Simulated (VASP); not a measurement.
Here is a VASP 6.6.1 calculation.

The input INCAR:

```
SYSTEM = Cs
PREC = Accurate ; ENCUT = 520
EDIFF = 1E-6 ; ISMEAR = 0
SIGMA = 0.1 ; LREAL = .FALSE.
LASPH = .TRUE. ; NELM = 80
ALGO = Normal ; ISIF = 2
LWAVE = .FALSE. ; LCHARG = .TRUE.
GGA = PS ; LELF = .TRUE.
LVHAR = .TRUE. ; NBANDS = 10
```

File KPOINTS:

```
Automatic mesh
0
G
  10 10 10
  0 0 0
```

File POSCAR:

```
Cs
1.0
   -3.0335000000      3.0335000000      3.0335000000
    3.0335000000     -3.0335000000      3.0335000000
    3.0335000000      3.0335000000     -3.0335000000
Cs
1
Direct
    0.0000000000      0.0000000000      0.0000000000
```

Potentials or basis: VASP PAW PBE potentials, release 64 (Cs_sv).

The run is started by

```console
$ cat potpaw_PBE.64/Cs_sv/POTCAR > POTCAR
$ mpirun -np 1 vasp_std > vasp.out
```

(1) What does it give for the pressure?

## Answers

(1) -0.1 GPa.

Caveat: the PAW data sets were made with another functional, which shifts forces and pressure a little.
